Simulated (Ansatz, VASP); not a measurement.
**Ti: VASP beside Ansatz**

Contents of INCAR:

```
SYSTEM = Ti
PREC = Accurate ; ENCUT = 520
EDIFF = 1E-7 ; ISMEAR = 0
SIGMA = 0.15 ; LREAL = .FALSE.
LASPH = .TRUE. ; NELM = 100
ALGO = Fast ; ISIF = 2
LWAVE = .FALSE. ; LCHARG = .FALSE.
GGA = PE ; NBANDS = 12
```

KPOINTS

```
regular mesh
0
G
  22 22 22
  0 0 0
```

The input POSCAR:

```
Ti
1.0
   -1.6978204080      1.6978204080      1.5755773386
    1.6978204080     -1.6978204080      1.5755773386
    1.6978204080      1.6978204080     -1.5755773386
Ti
1
Direct
    0.0000000000      0.0000000000      0.0000000000
```

Input for Ansatz:

```yaml
crystal:
  lattice:
    - [-1.697820408, 1.697820408, 1.5755773386]
    - [1.697820408, -1.697820408, 1.5755773386]
    - [1.697820408, 1.697820408, -1.5755773386]
  atoms:
    - { symbol: Ti, position: [0.0, 0.0, 0.0] }
basis:
  ecutwfc: 520.0
kpoints:
  mp_grid: { grid: [22, 22, 22] }
hamiltonian:
  xc: pbe
  pseudopotentials: { kind: paw, azcp: { folder: soft_1 } }
scf:
  occupations: { method: gaussian, width: 0.15 }
output:
  forces: true
  stress: true
  eigenvalues: true
```

Alike in both runs: task single point; functional PBE; k mesh 22 × 22 × 22; occupations gaussian, width 0.15 eV; no spin polarisation.

|  | VASP | Ansatz |
| --- | --- | --- |
| version | VASP 6.6.1 | Ansatz 0.2.0 |
| potentials or method | VASP PAW PBE potentials, release 64 (Ti_sv), cutoff 520 eV | scalar-relativistic, plane waves, PAW |
| valence electrons in the cell | 12 | 12 |

Ansatz gave:

* gap on the k mesh at the Fermi level (eV): none
* pressure (GPa): -4.9
* traceless stress, the component that is largest in VASP (GPa): -1.41

Question: Which values does VASP return?

Answer: gap on the k mesh at the Fermi level (eV): none; pressure (GPa): -5.1; traceless stress, the component that is largest in VASP (GPa): -1.42.

A gap of «none» marks a metal or a gap that the smearing closes.
